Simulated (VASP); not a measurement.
Ti3HN3, 7 atoms in the cell. The cell holds a slab with vacuum, 7 atoms: a = 3.003 Å, b = 3.003 Å, c = 19.758 Å, α = 90.00°, β = 90.00°, γ = 90.00°. 

```yaml
Program: VASP 6.6.1
Task: single point
Functional: PBE
Potentials_or_basis: VASP PAW PBE potentials, release 64 (Ti_sv, N, H)
Cutoff: 520 eV
k_mesh: 9 × 9 × 1
Occupations: gaussian, width 0.1 eV
Spin: no spin polarisation
Dipole_correction: yes
Further_INCAR_settings: ALGO = Normal; EDIFF = 1e-06; NBANDS = 35
```

Potentials or basis: VASP PAW PBE potentials, release 64 (Ti_sv, N, H).

Command:

```console
$ cat potpaw_PBE.64/Ti_sv/POTCAR potpaw_PBE.64/N/POTCAR potpaw_PBE.64/H/POTCAR > POTCAR
$ mpirun -np 1 vasp_std > vasp.out
```

Hardware: 1 thread of Intel(R) Xeon(R) 6975P-C (Granite Rapids), on a shared host.

Task: Estimate the wall time of this run.

Result: Wall time 2.9 min on 1 thread of Intel(R) Xeon(R) 6975P-C (Granite Rapids) (shared host), peak memory 0.35 GiB. Counts: scf iterations 27, k points 25.
